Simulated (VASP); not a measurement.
# KZnF3 (Pm-3m) in VASP: notebook

KZnF3 is run at these levels: PBE, PBEsol, LDA; tasks: single point.

All numbers are computed with VASP 6.6.1; they aren't measurements. Logs are shortened: lines on timing, memory, paths and dates and some standing lists are left out, and cuts for length are marked.

### 1 The cell of the first run

The structure is cubic, space group Pm-3m (No. 221). Conventional cell: a = 3.967 Å, b = 3.967 Å, c = 3.967 Å, α = 90.00°, β = 90.00°, γ = 90.00°. Zn (site symmetry m-3m) has 6 F at 1.98 Å within 2.6 Å. Within 3.7 Å of K (site symmetry m-3m) lie 12 F at 2.81 Å and 8 Zn at 3.44 Å. Within 2.6 Å of F (site symmetry 4/mmm) lie 2 Zn at 1.98 Å.

### 2 Single point, PBE

The input, INCAR:

```
  PREC = Accurate
  ENCUT = 520
  EDIFF = 1E-6
  ISMEAR = -1
  SIGMA = 0.05
  LREAL = F
  LASPH = T
  NELM = 60
  ALGO = Normal
  ISIF = 2
  LWAVE = F
  LCHARG = F
  GGA = PE
  NBANDS = 29
```

The input, KPOINTS:

```
Automatic mesh
0
Gamma
  7 7 7
```

The input, POSCAR:

```
KZnF3
1.0
    3.9673237403      0.0000000000      0.0000000000
    0.0000000000      3.9673237403      0.0000000000
    0.0000000000      0.0000000000      3.9673237403
Zn K F
1 1 3
Direct
    0.5000000000      0.5000000000      0.5000000000
    0.0000000000      0.0000000000      0.0000000000
    0.5000000000      0.0000000000      0.5000000000
    0.0000000000      0.5000000000      0.5000000000
    0.5000000000      0.5000000000      0.0000000000
```

Potentials or basis: VASP PAW PBE potentials, release 64 (Zn, K_sv, F).

The run is started by

```
> cat potpaw_PBE.64/Zn/POTCAR potpaw_PBE.64/K_sv/POTCAR potpaw_PBE.64/F/POTCAR > POTCAR
> mpirun -np 1 vasp_std > vasp.out
```

OUTCAR:

```text
PREC = Accurate
   ENCUT = 520
   EDIFF = 1E-6
   ISMEAR = -1
   LREAL = F
   LASPH = T
   NELM = 60
   ISIF = 2
   GGA = PE

 ion  position               nearest neighbor table
   1  0.500  0.500  0.500-   3 1.98   4 1.98   5 1.98   5 1.98   3 1.98   4 1.98
   2  0.000  0.000  0.000-   3 2.81   4 2.81   5 2.81   3 2.81   4 2.81   4 2.81   5 2.81   4 2.81
                             3 2.81   5 2.81   3 2.81   5 2.81
   3  0.500  0.000  0.500-   1 1.98   1 1.98   2 2.81   2 2.81   2 2.81   2 2.81
   4  0.000  0.500  0.500-   1 1.98   1 1.98   2 2.81   2 2.81   2 2.81   2 2.81
   5  0.500  0.500  0.000-   1 1.98   1 1.98   2 2.81   2 2.81   2 2.81   2 2.81

  LATTYP: Found a simple cubic cell.
 ALAT       =     3.9673237403

  Lattice vectors:

 A1 = (   3.9673237403,   0.0000000000,   0.0000000000)
 A2 = (   0.0000000000,   3.9673237403,   0.0000000000)
 A3 = (   0.0000000000,   0.0000000000,   3.9673237403)

Analysis of symmetry for initial positions (statically):
=====================================================================
 Subroutine PRICEL returns:
 Original cell was already a primitive cell.

 Routine SETGRP: Setting up the symmetry group for a
 simple cubic supercell.

 Subroutine GETGRP returns: Found 48 space group operations
 (whereof 48 operations were pure point group operations)
 out of a pool of 48 trial point group operations.

The static configuration has the point symmetry O_h .

Analysis of symmetry for dynamics (positions and initial velocities):
=====================================================================
 Subroutine PRICEL returns:
 Original cell was already a primitive cell.

 Routine SETGRP: Setting up the symmetry group for a
 simple cubic supercell.

 Subroutine GETGRP returns: Found 48 space group operations
 (whereof 48 operations were pure point group operations)
 out of a pool of 48 trial point group operations.

The dynamic configuration has the point symmetry O_h .

 Subroutine INISYM returns: Found 48 space group operations
 (whereof 48 operations are pure point group operations),
 and found     1 'primitive' translations

----------------------------------------------------------------------------------------

                                     Primitive cell

  volume of cell :      62.4443

[... 88 lines left out ...]
   NELM   =     60;   NELMIN=  2; NELMDL= -5     # of ELM steps
   EDIFF  = 0.1E-05   stopping-criterion for ELM
   LREAL  =      F    real-space projection
   EDIFFG = 0.1E-04   stopping-criterion for IOM
   NSW    =      0    number of steps for IOM
   IBRION =     -1    ionic relax: 0-MD 1-quasi-New 2-CG
   NFREE  =      0    steps in history (QN), initial steepest desc. (CG)
   ISIF   =      2    stress and relaxation
   ISYM   =      2    0-nonsym 1-usesym 2-fastsym
   POTIM  = 0.5000    time-step for ionic-motion
   TEBEG  =    0.0;   TEEND  =   0.0 temperature during run
   PSTRESS=    0.0 pullay stress
   NELECT =      42.0000    total number of electrons
   NUPDOWN=      -1.0000    fix difference up-down
   EMIN   =  10.00;   EMAX   =-10.00  energy-range for DOS
   EFERMI =   0.00;   METHOD = LEGACY
   ISMEAR =    -1;   SIGMA  =   0.05  broadening in eV -4-tet -1-fermi 0-gaus
   EFERMI_NEDOS =   21; number of points for ismear=-14 and -15
   IALGO  =     38    algorithm
   IMIX   =      4    mixing-type and parameters
     AMIX     =   0.40;   BMIX     =  1.00
     AMIX_MAG =   1.60;   BMIX_MAG =  1.00
  volume/ion in A,a.u.               =      12.49        84.28
  Fermi-wavevector in a.u.,A,eV,Ry     =   1.434367  2.710561 27.992745  2.057409
  Thomas-Fermi vector in A             =   2.553783
   LORBIT       =      0    0 simple, 1 ext, 2 COOP (PROOUT), +10 PAW based schemes
   GGA     = PE    functional components
   LHFCALC =     F    Hartree Fock is set to
   AEXX    =    0.0000 exact exchange contribution
   IVDW    =     0    specifies the selected vdW correction
   LEPSILON=     F    determine dielectric tensor
   LRPA    =     F    only Hartree local field effects (RPA)
 non-spin polarized calculation
  energy-cutoff  :      520.00
  volume of cell :       62.44
 maximum number of plane-waves:      1743
 NGX is ok and might be reduce to    30
   NGX = 15   NGY = 15   NGZ = 15

 number of electron      41.9999989 magnetization

 Free energy of the ion-electron system (eV)
  ---------------------------------------------------
  ext. energy  EPLUGINS =         0.00000000
  ---------------------------------------------------
  free energy    TOTEN  =       -20.05654191 eV

  energy without entropy =      -20.05654191  energy(sigma->0) =      -20.05654191

 E-fermi :   1.0271     XC(G=0): -10.2035

 val. band max:       -0.2069190651   @ k =   0.4286   0.4286   0.0000
 cond. band min:       3.8668314863   @ k =   0.0000   0.0000   0.0000
 fundamental gap:      4.0737505514
 Fermi energy:         1.0271161206

 k-point     1 :       0.0000    0.0000    0.0000
  band No.  band energies     occupation
      1     -27.4273      2.00000
      2     -22.2474      2.00000
      3     -21.5353      2.00000
      4     -21.5353      2.00000
      5     -10.9230      2.00000
      6     -10.9230      2.00000
[... 629 lines left out ...]
     28      12.0636      0.00000
     29      13.4700      0.00000

------------------------ aborting loop because EDIFF is reached ----------------------------------------

  FORCE on cell =-STRESS in cart. coord.  units (eV):
  Direction    XX          YY          ZZ          XY          YZ          ZX
  --------------------------------------------------------------------------------------
  -------------------------------------------------------------------------------------
  Total        4.5211594      4.5211594      4.5211594      0.0000000     -0.0000000     -0.0000000
  in kB      116.0025354    116.0025354    116.0025354      0.0000000     -0.0000000     -0.0000000
  external PRESSURE =     116.0025354 kB  Pullay stress =       0.0000000 kB

 VOLUME and BASIS-vectors are now :
 -----------------------------------------------------------------------------
  energy-cutoff  :      520.00
  volume of cell :       62.44
      direct lattice vectors                 reciprocal lattice vectors
     3.967323740  0.000000000  0.000000000     0.252059087  0.000000000  0.000000000
     0.000000000  3.967323740  0.000000000     0.000000000  0.252059087  0.000000000
     0.000000000  0.000000000  3.967323740     0.000000000  0.000000000  0.252059087

 POSITION                                       TOTAL-FORCE (eV/Angst)
 -----------------------------------------------------------------------------------
      1.98366      1.98366      1.98366         0.000000      0.000000      0.000000
      0.00000      0.00000      0.00000         0.000000      0.000000      0.000000
      1.98366      0.00000      1.98366         0.000000      0.000000      0.000000
      0.00000      1.98366      1.98366         0.000000      0.000000      0.000000
      1.98366      1.98366      0.00000         0.000000      0.000000      0.000000
 -----------------------------------------------------------------------------------
    total drift:                                0.000000      0.000000     -0.000000

  FREE ENERGIE OF THE ION-ELECTRON SYSTEM (eV)
  ---------------------------------------------------
  free  energy   TOTEN  =       -20.0565419072 eV

  energy  without entropy=      -20.0565419072  energy(sigma->0) =      -20.05654191
```

OSZICAR:

```text
N       E                     dE             d eps       ncg     rms          rms(c)
DAV:   1     0.441705098760E+03    0.44171E+03   -0.22630E+04  1160   0.178E+03
DAV:   2     0.181898306243E+02   -0.42352E+03   -0.40339E+03  1239   0.462E+02
DAV:   3    -0.211841257583E+02   -0.39374E+02   -0.39077E+02  1362   0.144E+02
DAV:   4    -0.222140856611E+02   -0.10300E+01   -0.10270E+01  1733   0.214E+01
DAV:   5    -0.222291901688E+02   -0.15105E-01   -0.15091E-01  1414   0.213E+00    0.125E+01
DAV:   6    -0.200219496302E+02    0.22072E+01   -0.61510E+00  1661   0.339E+01    0.793E+00
DAV:   7    -0.200755202698E+02   -0.53571E-01   -0.12849E+00  1290   0.723E+00    0.496E+00
DAV:   8    -0.200872392114E+02   -0.11719E-01   -0.40113E-01  1524   0.125E+01    0.146E+00
DAV:   9    -0.200585796195E+02    0.28660E-01   -0.66701E-02  1743   0.734E+00    0.503E-01
DAV:  10    -0.200565797761E+02    0.19998E-02   -0.52172E-02  1645   0.526E+00    0.244E-01
DAV:  11    -0.200566416849E+02   -0.61909E-04   -0.91389E-03  1402   0.103E+00    0.125E-01
DAV:  12    -0.200567670225E+02   -0.12534E-03   -0.35903E-04  1355   0.219E-01    0.129E-01
DAV:  13    -0.200565257073E+02    0.24132E-03   -0.12289E-03  1656   0.113E+00    0.103E-02
DAV:  14    -0.200565444177E+02   -0.18710E-04   -0.20098E-04  1461   0.148E-01    0.146E-02
DAV:  15    -0.200565425123E+02    0.19054E-05   -0.10314E-05  1303   0.219E-02    0.715E-03
DAV:  16    -0.200565419072E+02    0.60511E-06   -0.50977E-07   680   0.120E-02
   1 F= -.20056542E+02 E0= -.20056542E+02  d E =-.100465E-10
```

stdout:

```text
POSCAR found type information on POSCAR ZnK F
 POSCAR found :  3 types and       5 ions
 scaLAPACK will be used
 LDA part: xc-table for (Slater+PW92), standard interpolation
 POSCAR, INCAR and KPOINTS ok, starting setup
 FFT: planning ... GRIDC
 FFT: planning ... GRID_SOFT
 FFT: planning ... GRID
 WAVECAR not read
 entering main loop
```

It took 58 s on 1 thread of Intel Xeon 8259CL, shared host; peak memory 0.19 GiB.

What came out:

- Free energy: -20.0565 eV
- Pressure: 11.6 GPa
- Band gap on the k mesh: 4.07 eV (least direct gap 6.18 eV)

Caveat: the cell stands under pressure; an odd mesh through Γ misses points on the zone boundary, where band edges can lie.

### 3 Single point, PBEsol

This run uses another cell than the first one, of 12.75 Å³/atom.

The input, INCAR:

```
ALGO = Normal
EDIFF = 1E-7
ENCUT = 520
GGA = PS
ISIF = 2
ISMEAR = -1
LASPH = T
LCHARG = F
LREAL = F
LWAVE = F
NBANDS = 29
NELM = 80
PREC = Accurate
SIGMA = 0.05
```

The input, KPOINTS:

```
k-points
0
Gamma
  7 7 7
```

Edit POSCAR of step 2 so:

```diff
@@ -2,5 +2,5 @@
 1.0
-    3.9673237403      0.0000000000      0.0000000000
-    0.0000000000      3.9673237403      0.0000000000
-    0.0000000000      0.0000000000      3.9673237403
+    3.9952635604      0.0000000000      0.0000000000
+    0.0000000000      3.9952635604      0.0000000000
+    0.0000000000      0.0000000000      3.9952635604
 Zn K F
```

Potentials or basis: VASP PAW PBE potentials, release 64 (Zn, K_sv, F).

The run is started by

```
> cat potpaw_PBE.64/Zn/POTCAR potpaw_PBE.64/K_sv/POTCAR potpaw_PBE.64/F/POTCAR > POTCAR
> mpirun -np 1 vasp_std > vasp.out
```

Wall time 64 s (1 thread of Intel Xeon 8259CL, shared host); peak memory 0.19 GiB.

It converged, with:

| Quantity | Value |
| --- | --- |
| Free energy | -21.2961 eV |
| Pressure | 4.2 GPa |
| Band gap on the k mesh | 3.86 eV (least direct gap 5.84 eV) |

Levels at points of the mesh, in eV from the valence-band top:
| k point | band 18 | band 19 | band 20 | band 21 | band 22 | band 23 | band 24 | band 25 |
| --- | --- | --- | --- | --- | --- | --- | --- | --- |
| (0.00, 0.00, 0.00) | -2.23 | -1.98 | -1.98 | -1.98 | 3.86 | 8.51 | 8.51 | 9.45 |

Caveat: the cell stands under pressure; the PAW data sets were made with another functional, which shifts forces and pressure a little; an odd mesh through Γ misses points on the zone boundary, where band edges can lie.

### 4 Single point, LDA

This run uses another cell than the first one, of 12.75 Å³/atom.

The input, INCAR:

```
  ALGO = Normal
  EDIFF = 1E-6
  ENCUT = 520
  GGA = CA
  ISIF = 2
  ISMEAR = -1
  LASPH = T
  LCHARG = F
  LREAL = F
  LWAVE = F
  NBANDS = 29
  NELM = 60
  PREC = Accurate
  SIGMA = 0.05
```

KPOINTS is that of step 3.

POSCAR is that of step 3.

Potentials or basis: VASP PAW LDA potentials, release 64 (Zn, K_sv, F).

The run is started by

```
> cat potpaw_LDA.64/Zn/POTCAR potpaw_LDA.64/K_sv/POTCAR potpaw_LDA.64/F/POTCAR > POTCAR
> mpirun -np 1 vasp_std > vasp.out
```

OUTCAR:

```text
EDIFF = 1E-6
   ENCUT = 520
   GGA = CA
   ISIF = 2
   ISMEAR = -1
   LASPH = T
   LREAL = F
   NELM = 60
   PREC = Accurate

 ion  position               nearest neighbor table
   1  0.500  0.500  0.500-   3 2.00   4 2.00   5 2.00   5 2.00   3 2.00   4 2.00
   2  0.000  0.000  0.000-   3 2.83   4 2.83   5 2.83   3 2.83   4 2.83   4 2.83   5 2.83   4 2.83
                             3 2.83   5 2.83   3 2.83   5 2.83
   3  0.500  0.000  0.500-   1 2.00   1 2.00   2 2.83   2 2.83   2 2.83   2 2.83
   4  0.000  0.500  0.500-   1 2.00   1 2.00   2 2.83   2 2.83   2 2.83   2 2.83
   5  0.500  0.500  0.000-   1 2.00   1 2.00   2 2.83   2 2.83   2 2.83   2 2.83

  LATTYP: Found a simple cubic cell.
 ALAT       =     3.9952635604

  Lattice vectors:

 A1 = (   3.9952635604,   0.0000000000,   0.0000000000)
 A2 = (   0.0000000000,   3.9952635604,   0.0000000000)
 A3 = (   0.0000000000,   0.0000000000,   3.9952635604)

Analysis of symmetry for initial positions (statically):
=====================================================================
 Subroutine PRICEL returns:
[... 173 lines left out ...]

 val. band max:       -0.8858496637   @ k =   0.4286   0.4286   0.0000
 cond. band min:       2.9368012942   @ k =   0.0000   0.0000   0.0000
 fundamental gap:      3.8226509579
 Fermi energy:         0.2663338470

 k-point     1 :       0.0000    0.0000    0.0000
  band No.  band energies     occupation
      1     -27.4527      2.00000
      2     -22.2868      2.00000
      3     -21.5602      2.00000
      4     -21.5602      2.00000
      5     -11.1959      2.00000
      6     -11.1959      2.00000
[... 629 lines left out ...]
     28      11.2873      0.00000
     29      12.4852      0.00000

------------------------ aborting loop because EDIFF is reached ----------------------------------------

  FORCE on cell =-STRESS in cart. coord.  units (eV):
  Direction    XX          YY          ZZ          XY          YZ          ZX
  --------------------------------------------------------------------------------------
  -------------------------------------------------------------------------------------
  Total       -0.3861781     -0.3861781     -0.3861781      0.0000000      0.0000000      0.0000000
  in kB       -9.7020149     -9.7020149     -9.7020149      0.0000000      0.0000000      0.0000000
  external PRESSURE =      -9.7020149 kB  Pullay stress =       0.0000000 kB

 VOLUME and BASIS-vectors are now :
 -----------------------------------------------------------------------------
  energy-cutoff  :      520.00
  volume of cell :       63.77
      direct lattice vectors                 reciprocal lattice vectors
     3.995263560  0.000000000  0.000000000     0.250296378  0.000000000  0.000000000
     0.000000000  3.995263560  0.000000000     0.000000000  0.250296378  0.000000000
     0.000000000  0.000000000  3.995263560     0.000000000  0.000000000  0.250296378

 POSITION                                       TOTAL-FORCE (eV/Angst)
 -----------------------------------------------------------------------------------
      1.99763      1.99763      1.99763         0.000000      0.000000      0.000000
      0.00000      0.00000      0.00000         0.000000      0.000000      0.000000
      1.99763      0.00000      1.99763         0.000000      0.000000      0.000000
      0.00000      1.99763      1.99763         0.000000      0.000000      0.000000
      1.99763      1.99763      0.00000         0.000000      0.000000      0.000000
 -----------------------------------------------------------------------------------
    total drift:                                0.000000      0.000000     -0.000000

  FREE ENERGIE OF THE ION-ELECTRON SYSTEM (eV)
  ---------------------------------------------------
  free  energy   TOTEN  =       -23.1048995920 eV

  energy  without entropy=      -23.1048995919  energy(sigma->0) =      -23.10489959
```

OSZICAR:

```text
N       E                     dE             d eps       ncg     rms          rms(c)
DAV:   1     0.447430761758E+03    0.44743E+03   -0.22104E+04  1160   0.176E+03
DAV:   2     0.187980266599E+02   -0.42863E+03   -0.40417E+03  1241   0.465E+02
DAV:   3    -0.239731861513E+02   -0.42771E+02   -0.42407E+02  1384   0.148E+02
DAV:   4    -0.251184355380E+02   -0.11452E+01   -0.11421E+01  1684   0.231E+01
DAV:   5    -0.251362262145E+02   -0.17791E-01   -0.17782E-01  1419   0.245E+00    0.118E+01
DAV:   6    -0.231298977610E+02    0.20063E+01   -0.55021E+00  1670   0.344E+01    0.770E+00
DAV:   7    -0.231520784061E+02   -0.22181E-01   -0.12373E+00  1253   0.695E+00    0.488E+00
DAV:   8    -0.231415020158E+02    0.10576E-01   -0.46975E-01  1620   0.120E+01    0.161E+00
DAV:   9    -0.231084526684E+02    0.33049E-01   -0.75983E-02  1728   0.763E+00    0.577E-01
DAV:  10    -0.231047142626E+02    0.37384E-02   -0.48943E-02  1678   0.477E+00    0.158E-01
DAV:  11    -0.231050488835E+02   -0.33462E-03   -0.68370E-03  1270   0.594E-01    0.112E-01
DAV:  12    -0.231050135553E+02    0.35328E-04   -0.26900E-04  1444   0.168E-01    0.916E-02
DAV:  13    -0.231048919049E+02    0.12165E-03   -0.55421E-04  1691   0.723E-01    0.598E-03
DAV:  14    -0.231049009428E+02   -0.90379E-05   -0.90545E-05  1290   0.639E-02    0.103E-02
DAV:  15    -0.231048996840E+02    0.12589E-05   -0.13411E-06   873   0.166E-02    0.559E-03
DAV:  16    -0.231048995920E+02    0.92001E-07   -0.13002E-06   745   0.123E-02
   1 F= -.23104900E+02 E0= -.23104900E+02  d E =-.480741E-10
```

Wall time 53 s (1 thread of Intel Xeon 8259CL, shared host); peak memory 0.17 GiB.

What came out:

```
Free energy            : -23.1049 eV
Pressure               : -1.0 GPa
Band gap on the k mesh : 3.82 eV (least direct gap 5.75 eV)
```

Caveat: an odd mesh through Γ misses points on the zone boundary, where band edges can lie.

### 5 Overview

| level | potentials or basis | cell | gap on the mesh (eV) | pressure (GPa) |
| --- | --- | --- | --- | --- |
| PBE | VASP PAW PBE potentials, release 64 (Zn, K_sv, F) | a = 3.967 Å, 5 atoms | 4.07 | 11.6 |
| PBEsol | VASP PAW PBE potentials, release 64 (Zn, K_sv, F) | a = 3.995 Å, 5 atoms | 3.86 | 4.2 |
| LDA | VASP PAW LDA potentials, release 64 (Zn, K_sv, F) | a = 3.995 Å, 5 atoms | 3.82 | -1.0 |

Alike in all rows: task single point; no spin polarisation; k mesh 7 × 7 × 7; cutoff (eV) 520; smearing fermi-dirac 0.05 eV.

Caveats: an odd mesh through Γ misses points on the zone boundary, where band edges can lie; the cell stands under pressure (at least some runs); the PAW data sets were made with another functional, which shifts forces and pressure a little (at least some runs).

Absolute energies hang on the potentials; compare differences alone.
